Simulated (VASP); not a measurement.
Set up this calculation in VASP 6.6.1, as the native input.

- Task: single point
- Functional: PBEsol
- Potentials or basis: VASP PAW PBE potentials, release 64 (Nb_sv, H)
- Cutoff: 500 eV
- k mesh: 10 × 10 × 10
- Occupations: methfessel-paxton, width 0.1 eV
- Spin: no spin polarisation
- Dipole correction: no
- Further INCAR settings: ALGO = Normal; EDIFF = 1e-06; NBANDS = 14

The structure of NbH lies in POSCAR:

```
NbH
1.0
   -1.5934594624      1.5934594624      1.9676254133
    1.5934594624     -1.5934594624      1.9676254133
    1.5934594624      1.5934594624     -1.9676254133
Nb H
1 1
Direct
    0.0000000000      0.0000000000      0.0000000000
    0.5000000000      0.5000000000      0.0000000000
```

The input as run:

INCAR

```
SYSTEM = NbH
PREC     = Accurate       ! precision mode
ENCUT    = 500            ! plane-wave cutoff, eV
EDIFF    = 1E-6           ! SCF threshold, eV
ISMEAR   = 1              ! smearing method
SIGMA    = 0.1            ! smearing width, eV
LREAL    = .False.        ! projectors in reciprocal space
LASPH    = .True.         ! aspherical terms in the spheres
NELM     = 120            ! most SCF steps
ALGO     = Normal         ! electronic algorithm
ISIF     = 2              ! what is computed and relaxed
LWAVE    = .False.        ! write WAVECAR
LCHARG   = .True.         ! write CHGCAR
GGA      = PS             ! functional
LELF     = .True.         ! ELF
LVHAR    = .True.       
NBANDS   = 14             ! bands
GGA_COMPAT= .False.
```

KPOINTS

```
Automatic mesh
0
Gamma
  10 10 10
  0 0 0
```

Potentials or basis: VASP PAW PBE potentials, release 64 (Nb_sv, H).

Run with:

```console
$ cat potpaw_PBE.64/Nb_sv/POTCAR potpaw_PBE.64/H/POTCAR > POTCAR
$ mpirun -np 1 vasp_std > vasp.out
```

It gave:

```yaml
Pressure: -3.7 GPa
Band_gap_on_the_k_mesh: zero (band 7 reaches 15.05 eV, above the bottom of band 8 at 10.87 eV)
```

Caveat: the PAW data sets were made with another functional, which shifts forces and pressure a little.

It used 22 s of CPU time on 1 thread of AMD EPYC 7R13 Processor (Zen 3), on a shared host.
